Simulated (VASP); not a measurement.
Runs of VASP 6.6.1 on Os. The structure is that of space group Im-3m (No. 229), or close to it. The cells are those of the table. 

```tsv
potentials or basis	cell	cutoff (eV)	second run	gap on the mesh (eV)	pressure (GPa)
VASP PAW PBE potentials, release 64 (Os)	a = 2.580 Å, angles 109.5°, 1 atom	520	-	none	(b)
VASP PAW PBE potentials, release 64 (Os)	a = 2.617 Å, angles 109.5°, 1 atom	520	-	none	18.5
VASP PAW PBE potentials, release 64 (Os)	a = 2.687 Å, angles 109.5°, 1 atom	520	-	none	-13.3
VASP PAW PBE potentials, release 64 (Os_sv_GW)	a = 2.617 Å, angles 109.5°, 1 atom	500	valence_matched	none	14.7
VASP PAW PBE potentials, release 64 (Os)	a = 2.652 Å, angles 109.5°, 1 atom	520	-	none	(a)
```

Alike in all rows: task single point; level PBEsol; no spin polarisation; k mesh 16 × 16 × 16; smearing fermi-dirac 0.1 eV.

Estimate the missing entries.

(a) 0.7; (b) 41.0.

Caveats: the PAW data sets were made with another functional, which shifts forces and pressure a little; spin-orbit coupling is left out, which moves the levels of the heavy elements.

A k mesh can miss the band edges, and the runs leave out spin-orbit coupling on Os.

A gap of «none» marks levels without a gap at the run's occupations.

The runs don't all hold the same shells in valence.
